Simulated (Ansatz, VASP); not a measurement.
**Two plane-wave programs on NaI**

```
CELL_PARAMETERS angstrom
0.00000 3.09851 3.09851
3.09851 0.00000 3.09851
3.09851 3.09851 0.00000
ATOMIC_POSITIONS crystal
Na 0.00000 0.00000 0.00000
I 0.50000 0.50000 0.50000
```

Alike in both runs: task single point; functional r2SCAN; k mesh 6 × 6 × 6; occupations gaussian, width 0.02 eV; no spin polarisation.

```csv
,VASP,Ansatz
version,VASP 6.6.1,Ansatz 0.2.0
potentials or method,"VASP PAW PBE potentials, release 64 (Na_pv, I), cutoff 520 eV","scalar-relativistic, plane waves, PAW"
valence electrons in the cell,14,26
```

VASP gave:

- gap on the k mesh at the Fermi level (eV): 4.89
- least direct gap on the mesh (eV): 4.89
- pressure (GPa): 2.8

Task: Estimate Ansatz's values.

Result: gap on the k mesh at the Fermi level (eV): 4.88; least direct gap on the mesh (eV): 4.88; pressure (GPa): 2.9.

VASP's potentials were made for PBE, not for r2SCAN. VASP's potentials hold 14 valence electrons a cell and Ansatz's 26, so a difference there can come from the potentials and not from the codes.

Neither program's run includes spin-orbit coupling.
